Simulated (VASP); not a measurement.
# B (Cmmm) in VASP: further runs

B is run at these levels: PBE; tasks: single point, relaxation of cell and atoms.

Everything below comes from runs of VASP 6.6.1. Logs are shortened: lines on timing, memory, paths and dates and some standing lists are left out, and cuts for length are marked.

## (1) The cell of the first run

Symmetry: Cmmm, No. 65, orthorhombic system. Conventional cell: a = 1.638 Å, b = 3.308 Å, c = 3.567 Å, α = 90.00°, β = 90.00°, γ = 90.00°. Within 2.2 Å of B (site symmetry mmm) lie 6 B at 1.64 to 1.85 Å.

## (2) Single point, PBE

The input, INCAR:

```
  PREC = Accurate
  ENCUT = 520
  EDIFF = 1E-6
  ISMEAR = 0
  SIGMA = 0.1
  LREAL = F
  LASPH = T
  NELM = 100
  ALGO = Normal
  ISIF = 2
  LWAVE = F
  LCHARG = T
  GGA = PE
  LELF = T
  LVHAR = T
  NBANDS = 8
```

The input, KPOINTS:

```
regular mesh
0
Gamma
  10 10 6
```

The input, POSCAR:

```
B
1.0
    0.8187703566     -1.6538904370      0.0000000000
    0.8187703566      1.6538904370      0.0000000000
    0.0000000000      0.0000000000      3.5669658329
B
1
Direct
    0.0000000000      0.0000000000      0.0000000000
```

Potentials or basis: VASP PAW PBE potentials, release 64 (B).

On the command line:

```
cat potpaw_PBE.64/B/POTCAR > POTCAR
mpirun -np 1 vasp_std > vasp.out
```

OUTCAR:

```text
PREC = Accurate
   ENCUT = 520
   EDIFF = 1E-6
   ISMEAR = 0
   LREAL = F
   LASPH = T
   NELM = 100
   ISIF = 2
   GGA = PE

 ion  position               nearest neighbor table
   1  0.000  0.000  0.000-

  LATTYP: Found a base centered orthorhombic cell.
 ALAT       =     1.6375407132
 B/A-ratio  =     2.0199686318
 C/A-ratio  =     2.1782455875

  Lattice vectors:

 A1 = (   0.8187703566,  -1.6538904370,   0.0000000000)
 A2 = (   0.8187703566,   1.6538904370,   0.0000000000)
 A3 = (   0.0000000000,   0.0000000000,   3.5669658329)

Analysis of symmetry for initial positions (statically):
=====================================================================
 Subroutine PRICEL returns:
 Original cell was already a primitive cell.

 Routine SETGRP: Setting up the symmetry group for a
 base centered orthorhombic supercell.

 Subroutine GETGRP returns: Found  8 space group operations
 (whereof  8 operations were pure point group operations)
 out of a pool of  8 trial point group operations.

The static configuration has the point symmetry D_2h.

Analysis of symmetry for dynamics (positions and initial velocities):
=====================================================================
 Subroutine PRICEL returns:
 Original cell was already a primitive cell.

 Routine SETGRP: Setting up the symmetry group for a
 base centered orthorhombic supercell.

 Subroutine GETGRP returns: Found  8 space group operations
 (whereof  8 operations were pure point group operations)
 out of a pool of  8 trial point group operations.

The dynamic configuration has the point symmetry D_2h.

 Subroutine INISYM returns: Found  8 space group operations
 (whereof  8 operations are pure point group operations),
 and found     1 'primitive' translations

----------------------------------------------------------------------------------------

                                     Primitive cell

  volume of cell :       9.6605

  direct lattice vectors                    reciprocal lattice vectors
     0.818770357 -1.653890437  0.000000000     0.610671840 -0.302317487  0.000000000
     0.818770357  1.653890437  0.000000000     0.610671840  0.302317487  0.000000000
     0.000000000  0.000000000  3.566965833     0.000000000  0.000000000  0.280350316

  length of vectors
     1.845464298  1.845464298  3.566965833     0.681407337  0.681407337  0.280350316

  position of ions in fractional coordinates (direct lattice)
     0.000000000  0.000000000  0.000000000

  ion indices of the primitive-cell ions
   primitive index   ion index
                 1           1

----------------------------------------------------------------------------------------

 KPOINTS: regular mesh

Automatic generation of k-mesh.
 Grid dimensions read from file:
 generate k-points for:   10   10    6

 Generating k-lattice:

  Cartesian coordinates                     Fractional coordinates (reciprocal lattice)
     0.061067184 -0.030231749  0.000000000     0.100000000  0.000000000  0.000000000
     0.061067184  0.030231749  0.000000000     0.000000000  0.100000000  0.000000000
     0.000000000  0.000000000  0.046725053     0.000000000  0.000000000  0.166666667

  Length of vectors
     0.068140734  0.068140734  0.046725053

  Shift w.r.t. Gamma in fractional coordinates (k-lattice)
     0.000000000  0.000000000  0.000000000

 Subroutine IBZKPT returns following result:
 ===========================================

 Found    124 irreducible k-points:

 Following reciprocal coordinates:
            Coordinates               Weight
  0.000000  0.000000  0.000000      1.000000
  0.100000  0.000000  0.000000      4.000000
  0.200000  0.000000  0.000000      4.000000
  0.300000  0.000000  0.000000      4.000000
  0.400000  0.000000  0.000000      4.000000
  0.500000 -0.000000  0.000000      2.000000
[... 16 lines left out ...]
  0.300000  0.300000  0.000000      2.000000
  0.400000  0.300000  0.000000      4.000000
 [... further k-points ...]
   k-points           NKPTS =    124   k-points in BZ     NKDIM =    124   number of bands    NBANDS=      8
   number of dos      NEDOS =    301   number of ions     NIONS =      1
   total plane-waves  NPLWV =   5488
   dimension x,y,z NGX =    14 NGY =   14 NGZ =   28
   dimension x,y,z NGXF=    28 NGYF=   28 NGZF=   56
   ions per type =               1
   NGX,Y,Z   is equivalent  to a cutoff of  12.61, 12.61, 13.05 a.u.
   NGXF,Y,Z  is equivalent  to a cutoff of  25.22, 25.22, 26.10 a.u.
 SYSTEM =  unknown system
   PREC   = accura    normal or accurate (medium, high low for compatibility)
   ISTART =      0    job   : 0-new  1-cont  2-samecut
   ICHARG =      2    charge: 1-file 2-atom 10-const
   ISPIN  =      1    spin polarized calculation?
   LNONCOLLINEAR =      F non collinear calculations
   LSORBIT =      F    spin-orbit coupling
   LASPH  =      T    aspherical Exc in radial PAW
   ENCUT  =  520.0 eV  38.22 Ry    6.18 a.u.   3.43  3.43  6.63*2*pi/ulx,y,z
   NELM   =    100;   NELMIN=  2; NELMDL= -5     # of ELM steps
   EDIFF  = 0.1E-05   stopping-criterion for ELM
   LREAL  =      F    real-space projection
   EDIFFG = 0.1E-04   stopping-criterion for IOM
   NSW    =      0    number of steps for IOM
   IBRION =     -1    ionic relax: 0-MD 1-quasi-New 2-CG
   NFREE  =      0    steps in history (QN), initial steepest desc. (CG)
   ISIF   =      2    stress and relaxation
   ISYM   =      2    0-nonsym 1-usesym 2-fastsym
   POTIM  = 0.5000    time-step for ionic-motion
   TEBEG  =    0.0;   TEEND  =   0.0 temperature during run
   PSTRESS=    0.0 pullay stress
   NELECT =       3.0000    total number of electrons
   NUPDOWN=      -1.0000    fix difference up-down
   EMIN   =  10.00;   EMAX   =-10.00  energy-range for DOS
   EFERMI =   0.00;   METHOD = LEGACY
   ISMEAR =     0;   SIGMA  =   0.10  broadening in eV -4-tet -1-fermi 0-gaus
   EFERMI_NEDOS =   21; number of points for ismear=-14 and -15
   IALGO  =     38    algorithm
   IMIX   =      4    mixing-type and parameters
     AMIX     =   0.40;   BMIX     =  1.00
     AMIX_MAG =   1.60;   BMIX_MAG =  1.00
  volume/ion in A,a.u.               =       9.66        65.19
  Fermi-wavevector in a.u.,A,eV,Ry     =   1.108620  2.094988 16.722077  1.229038
  Thomas-Fermi vector in A             =   2.245149
   LORBIT       =      0    0 simple, 1 ext, 2 COOP (PROOUT), +10 PAW based schemes
   GGA     = PE    functional components
   LHFCALC =     F    Hartree Fock is set to
   AEXX    =    0.0000 exact exchange contribution
   IVDW    =     0    specifies the selected vdW correction
   LEPSILON=     F    determine dielectric tensor
   LRPA    =     F    only Hartree local field effects (RPA)
 non-spin polarized calculation
 Gauss-broadening in eV      SIGMA  =   0.10
  energy-cutoff  :      520.00
  volume of cell :        9.66
 maximum number of plane-waves:       273
 NGX is ok and might be reduce to    14
   NGX =  7   NGY =  7   NGZ = 13

 number of electron       3.0000000 magnetization

 Free energy of the ion-electron system (eV)
  ---------------------------------------------------
  ext. energy  EPLUGINS =         0.00000000
  ---------------------------------------------------
  free energy    TOTEN  =        -5.94278488 eV

  energy without entropy =       -5.94235916  energy(sigma->0) =       -5.94257202

 E-fermi :   4.1650     XC(G=0): -10.0016

 val. band max:        4.0319855050   @ k =  -0.4000   0.2000   0.3333
 cond. band min:       4.2870555140   @ k =   0.3000   0.3000   0.0000
 fundamental gap:      0.2550700090
 Fermi energy:         4.1650419768

 k-point     1 :       0.0000    0.0000    0.0000
  band No.  band energies     occupation
      1     -11.4275      2.00000
      2      -0.8923      2.00000
      3       7.7403      0.00000
      4      23.6314      0.00000
      5      30.7182      0.00000
      6      32.3294      0.00000
      7      38.2262      0.00000
      8      42.1341      0.00000

 k-point     2 :       0.1000    0.0000    0.0000
  band No.  band energies     occupation
      1     -10.9442      2.00000
      2      -0.2311      2.00000
      3       8.3107      0.00000
      4      22.9320      0.00000
      5      28.0697      0.00000
      6      32.7252      0.00000
      7      39.1109      0.00000
      8      43.6617      0.00000

 k-point     3 :       0.2000    0.0000    0.0000
  band No.  band energies     occupation
      1      -9.5109      2.00000
      2       1.7380      2.00000
      3       9.9678      0.00000
      4      21.0722      0.00000
      5      22.9831      0.00000
      6      33.4047      0.00000
      7      37.7936      0.00000
      8      43.4350      0.00000

 k-point     4 :       0.3000    0.0000    0.0000
  band No.  band energies     occupation
      1      -7.2078      2.00000
      2       4.9507      0.00000
      3      11.9583      0.00000
      4      17.5347      0.00000
      5      19.4253      0.00000
      6      31.0202      0.00000
      7      35.4201      0.00000
      8      39.8973      0.00000

 k-point     5 :       0.4000    0.0000    0.0000
  band No.  band energies     occupation
      1      -4.3736      2.00000
      2       9.1345      0.00000
      3       9.5194      0.00000
      4      17.8198      0.00000
      5      18.8822      0.00000
      6      24.5529      0.00000
      7      31.3466      0.00000
      8      34.8527      0.00000
[... 177 lines left out ...]
 k-point    22 :      -0.2000    0.2000    0.0000
  band No.  band energies     occupation
      1      -9.8933      2.00000
      2       1.1324      2.00000
      3       9.3114      0.00000
      4      16.1472      0.00000
      5      28.4722      0.00000
      6      31.3441      0.00000
      7      39.3314      0.00000
      8      39.9252      0.00000

 k-point    23 :       0.3000    0.3000    0.0000
  band No.  band energies     occupation
      1       0.2265      2.00000
      2       4.2871      0.08443
      3      12.3712      0.00000
      4      13.7616      0.00000
      5      23.8632      0.00000
      6      26.4171      0.00000
      7      26.7878      0.00000
      8      28.8490      0.00000

 k-point    24 :       0.4000    0.3000    0.0000
  band No.  band energies     occupation
      1      -0.5609      2.00000
      2       3.5438      2.00000
      3      12.0199      0.00000
      4      13.5397      0.00000
      5      23.0637      0.00000
      6      23.6742      0.00000
      7      28.5376      0.00000
      8      28.7334      0.00000

 [... further k-points ...]
[... 5 lines left out ...]
  --------------------------------------------------------------------------------------
  -------------------------------------------------------------------------------------
  Total       -0.0099482     -0.0164406      0.0099769      0.0000000      0.0000000      0.0000000
  in kB       -1.6498988     -2.7266527      1.6546641      0.0000000      0.0000000      0.0000000
  external PRESSURE =      -0.9072958 kB  Pullay stress =       0.0000000 kB

 VOLUME and BASIS-vectors are now :
 -----------------------------------------------------------------------------
  energy-cutoff  :      520.00
  volume of cell :        9.66
      direct lattice vectors                 reciprocal lattice vectors
     0.818770357 -1.653890437  0.000000000     0.610671840 -0.302317487  0.000000000
     0.818770357  1.653890437  0.000000000     0.610671840  0.302317487  0.000000000
     0.000000000  0.000000000  3.566965833     0.000000000  0.000000000  0.280350316

 POSITION                                       TOTAL-FORCE (eV/Angst)
 -----------------------------------------------------------------------------------
      0.00000      0.00000      0.00000         0.000000      0.000000      0.000000
 -----------------------------------------------------------------------------------
    total drift:                               -0.000000      0.000000     -0.000000

  FREE ENERGIE OF THE ION-ELECTRON SYSTEM (eV)
  ---------------------------------------------------
  free  energy   TOTEN  =        -5.9427848815 eV

  energy  without entropy=       -5.9423591575  energy(sigma->0) =       -5.94257202
```

Run time: 6.6 s. Hardware: 1 thread of Intel Xeon Platinum 8375C at 2.90GHz (Ice Lake), shared host; peak memory 0.12 GiB.

Results:

| Item | Value |
| --- | --- |
| Free energy | -5.9428 eV |
| Pressure | -0.1 GPa |
| Band gap on the k mesh | zero (an odd number of electrons rules out a gap without spin polarisation) |

Caveat: the k points lie up to 0.43 Å⁻¹ apart, too coarse for converged energies and pressures of a metal.

## (3) Relaxation of cell and atoms, PBE

The input, INCAR:

```
  PREC = Accurate
  ENCUT = 600
  EDIFF = 1E-7
  ISMEAR = 0
  SIGMA = 0.1
  LREAL = F
  LASPH = T
  NELM = 80
  ALGO = Normal
  ISIF = 3
  LWAVE = F
  LCHARG = F
  GGA = PE
  IBRION = 2
  NSW = 100
  EDIFFG = -0.01
```

The input, KPOINTS:

```
regular mesh
0
Gamma
  36 36 16
```

POSCAR is that of step 2.

Potentials or basis: VASP PAW PBE potentials, release 64 (B).

On the command line:

```
cat potpaw_PBE.64/B/POTCAR > POTCAR
mpirun -np 1 vasp_std > vasp.out
```

OUTCAR:

```text
PREC = Accurate
   ENCUT = 600
   EDIFF = 1E-7
   ISMEAR = 0
   LREAL = F
   LASPH = T
   NELM = 80
   ISIF = 3
   GGA = PE
   IBRION = 2
   NSW = 100
   EDIFFG = -0.01

 ion  position               nearest neighbor table
   1  0.000  0.000  0.000-

  LATTYP: Found a base centered orthorhombic cell.
 ALAT       =     1.6375407132
 B/A-ratio  =     2.0199686318
 C/A-ratio  =     2.1782455875

  Lattice vectors:

 A1 = (   0.8187703566,  -1.6538904370,   0.0000000000)
 A2 = (   0.8187703566,   1.6538904370,   0.0000000000)
 A3 = (   0.0000000000,   0.0000000000,   3.5669658329)

Analysis of symmetry for initial positions (statically):
=====================================================================
[... 467 lines left out ...]
      1     -10.8697      2.00000
      2       0.0028      2.00000
      3       8.8631      0.00000
      4      24.7645      0.00000
      5      26.7477      0.00000

 [... further k-points ...]

[... ionic steps 4 to 17 ...]

--------------------------------------- Ionic step       18  -------------------------------------------

 number of electron       3.0000000 magnetization

------------------------ aborting loop because EDIFF is reached ----------------------------------------
[... 65 lines left out ...]
--------------------------------------- Ionic step       20  -------------------------------------------

 number of electron       3.0000000 magnetization

 Free energy of the ion-electron system (eV)
  ---------------------------------------------------
  ext. energy  EPLUGINS =         0.00000000
  ---------------------------------------------------
  free energy    TOTEN  =        -5.99971338 eV

  energy without entropy =       -5.99865936  energy(sigma->0) =       -5.99918637

 E-fermi :   4.5386     XC(G=0):  -9.5227

 val. band max:        4.5322233150   @ k =   0.4167   0.3611   0.2500
 cond. band min:       4.5435538712   @ k =   0.4167   0.2222   0.3125
 fundamental gap:      0.0113305563
 Fermi energy:         4.5386352063

 k-point     1 :       0.0000    0.0000    0.0000
  band No.  band energies     occupation
      1     -12.5281      2.00000
      2      -2.5242      2.00000
      3       6.5903      0.00000
      4      26.0103      0.00000
      5      29.0650      0.00000
[... 212 lines left out ...]
  FREE ENERGIE OF THE ION-ELECTRON SYSTEM (eV)
  ---------------------------------------------------
  free  energy   TOTEN  =        -5.9997133840 eV

  energy  without entropy=       -5.9986593596  energy(sigma->0) =       -5.99918637

 reached required accuracy - stopping structural energy minimisation
```

OSZICAR:

```text
N       E                     dE             d eps       ncg     rms          rms(c)
DAV:   1     0.568438840361E-01    0.56844E-01   -0.15395E+03 32055   0.505E+02
DAV:   2    -0.630158992378E+01   -0.63584E+01   -0.59063E+01 41465   0.726E+01
DAV:   3    -0.634373288786E+01   -0.42143E-01   -0.42108E-01 35430   0.678E+00
DAV:   4    -0.634376709530E+01   -0.34207E-04   -0.34207E-04 39725   0.187E-01
[... 161 lines left out ...]
DAV:   1    -0.599983091430E+01   -0.12260E-03   -0.37553E-03 31295   0.479E-01    0.367E-02
DAV:   2    -0.599974278088E+01    0.88133E-04   -0.94628E-05 34590   0.665E-02    0.178E-02
DAV:   3    -0.599971320355E+01    0.29577E-04   -0.86615E-05 31920   0.559E-02    0.258E-03
DAV:   4    -0.599971337154E+01   -0.16799E-06   -0.45989E-07 33475   0.780E-03    0.892E-04
DAV:   5    -0.599971338398E+01   -0.12438E-07   -0.97283E-08 36810   0.227E-03
  20 F= -.59997134E+01 E0= -.59991864E+01  d E =-.739187E-04
```

CONTCAR:

```text
B
   1.00000000000000
     0.8560396155403533   -1.4825575084039242    0.0000000000000000
     0.8560396155403533    1.4825575084039238    0.0000000000000000
     0.0000000000000000    0.0000000000000000    3.9527806859181478
  B
     1
Direct
     0.0000000000000000    0.0000000000000000    0.0000000000000000

  0.00000000E+00  0.00000000E+00  0.00000000E+00
```

Run time: 12 min. Hardware: 1 thread of Intel Xeon Platinum 8375C at 2.90GHz (Ice Lake), shared host; peak memory 0.3 GiB.

What came out:

```yaml
Free_energy: -5.9997 eV
Relaxed_volume: 10.03 Å³/atom
Relaxed_cell: a = 1.712 Å, b = 1.712 Å, c = 3.953 Å, α = 90.00°, β = 90.00°, γ = 120.00°
Space_group_after_relaxing_to_0.1_Å: P6/mmm (No. 191)
Energy_gained_by_relaxing: 54.9 meV/atom
Ionic_steps: 20
Pressure_after_relaxing: 0.0 GPa
Band_gap_on_the_k_mesh: zero (an odd number of electrons rules out a gap without spin polarisation)
```

The path:
| step | energy change (eV) | largest force (eV/Å) | pressure (GPa) | volume (Å³) |
| --- | --- | --- | --- | --- |
| 1 | 0.0000 | 0.0000 | -0.62 | 9.66 |
| 2 | -0.0068 | 0.0000 | -1.77 | 9.61 |
| 3 | -0.0199 | 0.0000 | -4.51 | 9.48 |
| 4 | -0.0335 | 0.0000 | 3.40 | 9.18 |
| 5 | -0.0374 | 0.0000 | -5.48 | 9.40 |
| 6 | -0.0505 | 0.0000 | -2.01 | 9.29 |
| 7 | -0.0294 | 0.0000 | 11.92 | 8.95 |
| 8 | -0.0513 | 0.0000 | -0.01 | 9.24 |
| 9 | -0.0518 | 0.0000 | 1.19 | 9.24 |
| 10 | -0.0522 | 0.0000 | 0.67 | 9.24 |
| 11 | -0.0526 | 0.0000 | 0.09 | 9.31 |
| 12 | -0.0529 | 0.0000 | -1.14 | 9.47 |
| 13 | -0.0530 | 0.0000 | -1.10 | 9.48 |
| 14 | -0.0533 | 0.0000 | -0.98 | 9.51 |
| 15 | -0.0537 | 0.0000 | -0.75 | 9.57 |
| 16 | -0.0544 | 0.0000 | -0.28 | 9.70 |
| 17 | -0.0548 | 0.0000 | 0.60 | 9.96 |
| 18 | -0.0548 | 0.0000 | 0.54 | 9.94 |
| 19 | -0.0549 | 0.0000 | 0.13 | 10.01 |
| 20 | -0.0549 | 0.0000 | -0.03 | 10.03 |

Final structure:
```xyz
1
Lattice="0.8560 -1.4826 0.0000 0.8560 1.4826 0.0000 0.0000 0.0000 3.9528" Properties=species:S:1:pos:R:3 pbc="T T T"
B     0.0000    0.0000    0.0000
```

Levels at points of the mesh, in eV from the Fermi level:
```
           k point  band 1  band 2  band 3  band 4  band 5
(0.00, 0.00, 0.00)  -17.07   -7.06    2.05   21.47   24.53
(0.50, 0.00, 0.00)   -8.77    1.13    5.96   13.78   15.88
(0.50, 0.50, 0.00)   -8.77    1.13    5.96   13.79   15.88
(0.00, 0.00, 0.50)  -16.90   -8.26    7.34   11.17   24.53
(0.50, 0.00, 0.50)   -8.74    1.35    5.35   11.63   15.89
(0.50, 0.50, 0.50)   -8.73    1.35    5.35   11.63   15.89
```

The gap in the log of VASP goes by the Fermi energy; the results here count the filled bands.